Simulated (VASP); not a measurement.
# Sn8O16F (a cell with a defect) in VASP: notebook

Sn8O16F (a cell with a defect) is run at these levels: r2SCAN, HSE06; tasks: single point.

Everything below comes from runs of VASP 6.6.1. Logs are shortened: lines on timing, memory, paths and dates and some standing lists are left out, and cuts for length are marked.

### Step 1. The cell of the first run

The cell holds a defect, 25 atoms: a = 6.827 Å, b = 6.827 Å, c = 6.476 Å, α = 90.00°, β = 90.00°, γ = 90.00°.

### Step 2. Single point, r2SCAN

Contents of POSCAR:

```
Sn8O16F
1.0
    4.8274600300      4.8274600300      0.0000000000
   -4.8274600300      4.8274600300      0.0000000000
    0.0000000000      0.0000000000      6.4759066800
Sn O F
8 16 1
Direct
    0.0110357400      0.4897748900      0.2418574700
    0.5024389000     -0.0017516700      0.2462928500
    0.0083786400      0.0111648900      0.0120963900
    0.4987797400      0.4979473500      0.0027043400
    0.0070348900      0.5098154000      0.7471427700
    0.4975173600     -0.0099791600      0.7496014400
   -0.0076724200      0.0013282400      0.5051804100
    0.5124012600      0.4932605100      0.5012129100
    0.0020714900      0.8073374700      0.2555022200
    0.5367570100      0.3052194900      0.2543385800
   -0.0775679700      0.1893448200      0.2722716100
    0.5082489700      0.6884923600      0.2544703000
    0.3149367500     -0.0555836000     -0.0056805100
    0.8121737200      0.5008462400     -0.0035815600
    0.1976410800      0.5660820800     -0.0136414300
    0.6952389000     -0.0057061600     -0.0042770900
   -0.0059871800      0.8166127200      0.7519694400
    0.4977025500      0.2998000000      0.7551236900
    0.0027000400      0.1997299700      0.7545572700
    0.5130844900      0.6834496200      0.7455019500
    0.3026908700      0.0047072900      0.4953745400
    0.8176022000      0.5105984400      0.5005072300
    0.2025702200      0.4929721900      0.4946630600
    0.6843588800     -0.0168577700      0.5053819300
    0.2152321700      0.2498063700      0.1131323600
```

Contents of INCAR.step1:

```
PREC = Accurate
ENCUT = 580
ISMEAR = -1
SIGMA = 0.01
LREAL = Auto
LASPH = True
NELM = 120
NBANDS = 126
NELECT = 216.0
GGA = PE
ALGO = Normal
EDIFF = 1E-5
LWAVE = True
LCHARG = False
GGA_COMPAT = False
ISYM = -1
```

Contents of INCAR.step2:

```
PREC = Accurate
ENCUT = 580
EDIFF = 1E-6
ISMEAR = -1
SIGMA = 0.01
LREAL = Auto
LASPH = True
NELM = 120
ALGO = Normal
ISIF = 2
LWAVE = False
LCHARG = False
METAGGA = R2SCAN
LMIXTAU = True
NBANDS = 126
NELECT = 216.0
ISTART = 1
GGA_COMPAT = False
ISYM = -1
```

Contents of KPOINTS:

```
explicit points
1
Reciprocal
  0.25000000   0.25000000   0.25000000 1
```

Potentials or basis: VASP PAW PBE potentials, release 64 (Sn_d, O, F).

Launch:

```bash
$ cat potpaw_PBE.64/Sn_d/POTCAR potpaw_PBE.64/O/POTCAR potpaw_PBE.64/F/POTCAR > POTCAR
$ cp INCAR.step1 INCAR
$ mpirun -np 1 vasp_std > vasp.out
$ cp INCAR.step2 INCAR
$ mpirun -np 1 vasp_std > vasp.out
```

OUTCAR:

```text
PREC = Accurate
   ENCUT = 580
   EDIFF = 1E-6
   ISMEAR = -1
   LREAL = Auto
   LASPH = True
   NELM = 120
   ISIF = 2
   METAGGA = R2SCAN
   NELECT = 216.0
   ISTART = 1
   ISYM = -1

 ion  position               nearest neighbor table
   1  0.011  0.490  0.242-  14 2.09  23 2.10  22 2.14  11 2.15  15 2.15   9 2.17  25 2.31   5 3.21
                             5 3.28   3 3.59   4 3.67   7 3.75
   2  0.502  0.998  0.246-  16 2.09  24 2.09  13 2.11  10 2.11  21 2.11  12 2.12  25 2.75   6 3.22
                             6 3.26   3 3.70   7 3.74
   3  0.008  0.011  0.012-   9 2.10  19 2.11  16 2.14  13 2.15  17 2.15  11 2.16  25 2.25   7 3.20
                             7 3.29   1 3.59   2 3.70   6 3.75
   4  0.499  0.498  0.003-  12 2.09  20 2.09  18 2.10  10 2.11  15 2.11  14 2.14  25 2.67   8 3.23
                             8 3.25   1 3.67   6 3.74   5 3.74
   5  0.007  0.510  0.747-  22 2.06  15 2.06  14 2.09  17 2.10  23 2.11  19 2.12   1 3.21   1 3.28
                             7 3.70   8 3.74   4 3.74
   6  0.498  0.990  0.750-  24 2.03  13 2.04  16 2.09  20 2.10  18 2.12  21 2.12   2 3.22   2 3.26
                             7 3.73   4 3.74   3 3.75   8 3.75
   7  0.992  0.001  0.505-  17 2.04  11 2.04   9 2.09  24 2.11  19 2.11  21 2.12   3 3.20   3 3.29
                             5 3.70   6 3.73   2 3.74   1 3.75
   8  0.512  0.493  0.501-  20 2.05  10 2.06  12 2.08  22 2.09  18 2.11  23 2.12   4 3.23   4 3.25
                             5 3.74   6 3.75
   9  0.002  0.807  0.256-   7 2.09   3 2.10   1 2.17
  10  0.537  0.305  0.254-   8 2.06   2 2.11   4 2.11
  11  0.922  0.189  0.272-   7 2.04   1 2.15   3 2.16
  12  0.508  0.688  0.254-   8 2.08   4 2.09   2 2.12
  13  0.315  0.944  0.994-   6 2.04   2 2.11   3 2.15
  14  0.812  0.501  0.996-   1 2.09   5 2.09   4 2.14
[... 8 lines left out ...]
  23  0.203  0.493  0.495-   1 2.10   5 2.11   8 2.12
  24  0.684  0.983  0.505-   6 2.03   2 2.09   7 2.11
  25  0.215  0.250  0.113-   3 2.25   1 2.31   4 2.67   2 2.75

IMPORTANT INFORMATION: All symmetrisations will be switched off!
NOSYMM: (Re-)initialisation of all symmetry stuff for point group C_1.

----------------------------------------------------------------------------------------

                                     Primitive cell

  volume of cell :     301.8339

  direct lattice vectors                    reciprocal lattice vectors
     4.827460030  4.827460030  0.000000000     0.103574136  0.103574136  0.000000000
    -4.827460030  4.827460030  0.000000000    -0.103574136  0.103574136  0.000000000
     0.000000000  0.000000000  6.475906680     0.000000000  0.000000000  0.154418532

  length of vectors
     6.827059446  6.827059446  6.475906680     0.146475947  0.146475947  0.154418532

  position of ions in fractional coordinates (direct lattice)
     0.011035740  0.489774890  0.241857470
     0.502438900  0.998248330  0.246292850
     0.008378640  0.011164890  0.012096390
     0.498779740  0.497947350  0.002704340
     0.007034890  0.509815400  0.747142770
     0.497517360  0.990020840  0.749601440
[... 17 lines left out ...]
     0.684358880  0.983142230  0.505381930
     0.215232170  0.249806370  0.113132360

  ion indices of the primitive-cell ions
   primitive index   ion index
                 1           1
                 2           2
                 3           3
                 4           4
                 5           5
                 6           6
[... 17 lines left out ...]
                24          24
                25          25

----------------------------------------------------------------------------------------

 KPOINTS: explicit points

Read explicit list of k-points.

 Found      1 k-points:

 Following reciprocal coordinates:
            Coordinates               Weight
  0.250000  0.250000  0.250000      1.000000
   k-points           NKPTS =      1   k-points in BZ     NKDIM =      1   number of bands    NBANDS=    126
   number of dos      NEDOS =    301   number of ions     NIONS =     25
[... 25 lines left out ...]
   TEBEG  =    0.0;   TEEND  =   0.0 temperature during run
   PSTRESS=    0.0 pullay stress
   NELECT =     216.0000    total number of electrons
   NUPDOWN=      -1.0000    fix difference up-down
   EMIN   =  10.00;   EMAX   =-10.00  energy-range for DOS
   EFERMI =   0.00;   METHOD = LEGACY
   ISMEAR =    -1;   SIGMA  =   0.01  broadening in eV -4-tet -1-fermi 0-gaus
   EFERMI_NEDOS =   21; number of points for ismear=-14 and -15
   IALGO  =     38    algorithm
   IMIX   =      4    mixing-type and parameters
     AMIX     =   0.40;   BMIX     =  1.00
     AMIX_MAG =   1.60;   BMIX_MAG =  1.00
  volume/ion in A,a.u.               =      12.07        81.48
  Fermi-wavevector in a.u.,A,eV,Ry     =   1.464323  2.767168 29.174165  2.144241
  Thomas-Fermi vector in A             =   2.580312
   LORBIT       =      0    0 simple, 1 ext, 2 COOP (PROOUT), +10 PAW based schemes
   METAGGA = R2SCAN    functional components
   LHFCALC =     F    Hartree Fock is set to
   AEXX    =    0.0000 exact exchange contribution
   IVDW    =     0    specifies the selected vdW correction
   LEPSILON=     F    determine dielectric tensor
   LRPA    =     F    only Hartree local field effects (RPA)
 non-spin polarized calculation
  energy-cutoff  :      580.00
  volume of cell :      301.83
 maximum number of plane-waves:      9557
 NGX is ok and might be reduce to    54
   NGX = 27   NGY = 27   NGZ = 25

 number of electron     216.0000030 magnetization

 Free energy of the ion-electron system (eV)
  ---------------------------------------------------
  ext. energy  EPLUGINS =         0.00000000
  ---------------------------------------------------
  free energy    TOTEN  =      -334.27740276 eV

  energy without entropy =     -334.27740276  energy(sigma->0) =     -334.27740276

 E-fermi :   5.8323     XC(G=0): -11.9800

 val. band max:        5.4955532490   @ k =   0.2500   0.2500   0.2500
 cond. band min:       8.5393795170   @ k =   0.2500   0.2500   0.2500
 fundamental gap:      3.0438262681
 Fermi energy:         5.8322889705

 k-point     1 :       0.2500    0.2500    0.2500
  band No.  band energies     occupation
      1     -17.5818      2.00000
      2     -16.3015      2.00000
      3     -16.2513      2.00000
      4     -16.2059      2.00000
      5     -16.1915      2.00000
      6     -16.0905      2.00000
[... 112 lines left out ...]
    119      13.5361      0.00000
    120      13.7319      0.00000
 [bands above 120 left out]

------------------------ aborting loop because EDIFF is reached ----------------------------------------

  FORCE on cell =-STRESS in cart. coord.  units (eV):
  Direction    XX          YY          ZZ          XY          YZ          ZX
  --------------------------------------------------------------------------------------
  -------------------------------------------------------------------------------------
  Total        4.2618208      4.0309362      0.5099395     -0.0957008     -3.2031131     -0.0827631
  in kB       22.6223553     21.3967867      2.7068321     -0.5079937    -17.0025832     -0.4393184
  external PRESSURE =      15.5753247 kB  Pullay stress =       0.0000000 kB

 VOLUME and BASIS-vectors are now :
 -----------------------------------------------------------------------------
  energy-cutoff  :      580.00
  volume of cell :      301.83
      direct lattice vectors                 reciprocal lattice vectors
     4.827460030  4.827460030  0.000000000     0.103574136  0.103574136  0.000000000
    -4.827460030  4.827460030  0.000000000    -0.103574136  0.103574136  0.000000000
     0.000000000  0.000000000  6.475906680     0.000000000  0.000000000  0.154418532

 POSITION                                       TOTAL-FORCE (eV/Angst)
 -----------------------------------------------------------------------------------
     -2.31109      2.41764      1.56625        -0.087910     -0.024557     -0.015069
     -2.39350      7.24451      1.59497         0.083144      0.004872     -0.000011
     -0.01345      0.09435      0.07834         0.036637     -0.069026     -0.003780
      0.00402      4.81166      0.01751        -0.059014      0.078368      0.006418
     -2.42715      2.49507      4.83843        -0.101981      0.033766      0.033415
     -2.37754      7.18103      4.85435         0.115866     -0.023249      0.009602
[... 17 lines left out ...]
     -1.44236      8.04979      3.27281        -0.062392      0.023690      0.012910
     -0.16691      2.24495      0.73263        -0.080476     -0.074321      0.013341
 -----------------------------------------------------------------------------------
    total drift:                                0.024138     -0.003259      0.009606

  FREE ENERGIE OF THE ION-ELECTRON SYSTEM (eV)
  ---------------------------------------------------
  free  energy   TOTEN  =      -334.2774027641 eV

  energy  without entropy=     -334.2774027641  energy(sigma->0) =     -334.27740276
```

Run time: 3.9 min. Hardware: 1 thread of Intel Xeon Platinum 8488C (Sapphire Rapids), shared host; peak memory 0.45 GiB.

Results:

```
Free energy   : -334.2774 eV
Largest force : 0.299 eV/Å
```

Forces on the atoms (eV/Å):
```
Sn  -0.088 -0.025 -0.015
Sn   0.083  0.005  0.000
Sn   0.037 -0.069 -0.004
Sn  -0.059  0.078  0.006
Sn  -0.102  0.034  0.033
Sn   0.116 -0.023  0.010
Sn  -0.043 -0.101  0.001
Sn   0.010  0.098 -0.027
O   -0.047  0.052  0.013
O   -0.113 -0.107 -0.004
O    0.213  0.210 -0.009
O    0.012 -0.029  0.009
O   -0.147  0.180 -0.009
O    0.032 -0.002 -0.006
O    0.201 -0.209  0.007
O   -0.037 -0.002  0.010
O    0.009  0.035 -0.060
O    0.000 -0.005 -0.004
O    0.023  0.016  0.013
O    0.001 -0.051 -0.018
O    0.002  0.003 -0.003
O    0.047 -0.025  0.051
O   -0.008 -0.012 -0.021
O   -0.062  0.024  0.013
F   -0.080 -0.074  0.013
```

Levels at points of the mesh, in eV from the Fermi level:
```csv
k point,band 106,band 107,band 108,band 109,band 110,band 111
"(0.25, 0.25, 0.25)",-0.78,-0.55,-0.34,2.71,4.30,4.44
```

Caveat: the cell carries a net charge on a neutralising background, which shifts energy and pressure; the cell is charged against a uniform background, so pressure and absolute levels hang on convention; the PAW data sets were made with another functional, which shifts forces and pressure a little; spin-orbit coupling is left out, which moves the levels of the heavy elements.

(Continued in part 2 of 2.)
